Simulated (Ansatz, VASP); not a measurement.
## Se in VASP and in Ansatz

```
CELL_PARAMETERS angstrom
4.29266 0.00000 0.00000
-2.14633 3.71755 0.00000
0.00000 0.00000 5.04085
ATOMIC_POSITIONS crystal
Se 0.22847 0.00000 0.33333
Se 0.00000 0.22847 0.66667
Se 0.77153 0.77153 0.00000
```

Alike in both runs: task single point; functional HSE06; k mesh 6 × 6 × 2; no spin polarisation.

|  | VASP | Ansatz |
| --- | --- | --- |
| version | VASP 6.6.1 | Ansatz 0.2.0 |
| potentials or method | VASP PAW PBE potentials, release 64 (Se) | plane waves, PAW |
| plane-wave cutoff (eV) | 520 | 420 |
| occupations | gaussian, width 0.01 eV | fixed |
| valence electrons in the cell | 18 | 48 |

```tsv
	VASP	Ansatz	Ansatz less VASP
gap on the k mesh at the Fermi level (eV)	1.57	1.57	+0.004
pressure (GPa)	0.1	0.3	+0.23
traceless stress, the component that is largest in VASP (GPa)	-0.77	-0.59	+0.186
rms of the force components (eV/Å)	0.074	0.052	-0.0215
```

Atom by atom the forces differ by 0.022 eV/Å (rms over components). VASP's potentials hold 18 valence electrons a cell and Ansatz's 48, so a difference there can come from the potentials and not from the codes. Ansatz's warnings: stress exchange threshold loose, stress scf threshold loose.

The k mesh is coarse, so the values compare programs but aren't converged.
